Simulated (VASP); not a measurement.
A run of VASP 6.6.1 is set up as follows.

INCAR

```
ALGO = Normal ; EDIFF = 1E-6
ENCUT = 520 ; GGA = PS
ISIF = 2 ; ISMEAR = -1
LASPH = T ; LCHARG = F
LREAL = F ; LWAVE = F
NBANDS = 30 ; NELM = 100
PREC = Accurate ; SIGMA = 0.01
```

The input KPOINTS:

```
k-points
0
Gamma
  6 6 6
```

The input POSCAR:

```
Pt3Rh
1.0
    4.0052690500      0.0000000000      0.0000000000
    0.0000000000      4.0052690500      0.0000000000
    0.0000000000      0.0000000000      4.0052690500
Rh Pt
1 3
Direct
    0.5000000000      0.5000000000      0.5000000000
    0.5000000000      0.0000000000      0.0000000000
    0.0000000000      0.5000000000      0.0000000000
    0.0000000000      0.0000000000      0.5000000000
```

Potentials or basis: VASP PAW PBE potentials, release 64 (Rh_pv, Pt).

The run is started by

```bash
$ cat potpaw_PBE.64/Rh_pv/POTCAR potpaw_PBE.64/Pt/POTCAR > POTCAR
$ mpirun -np 1 vasp_std > vasp.out
```

Q: Predict the pressure.

A: -20.9 GPa.

Caveat: the PAW data sets were made with another functional, which shifts forces and pressure a little.
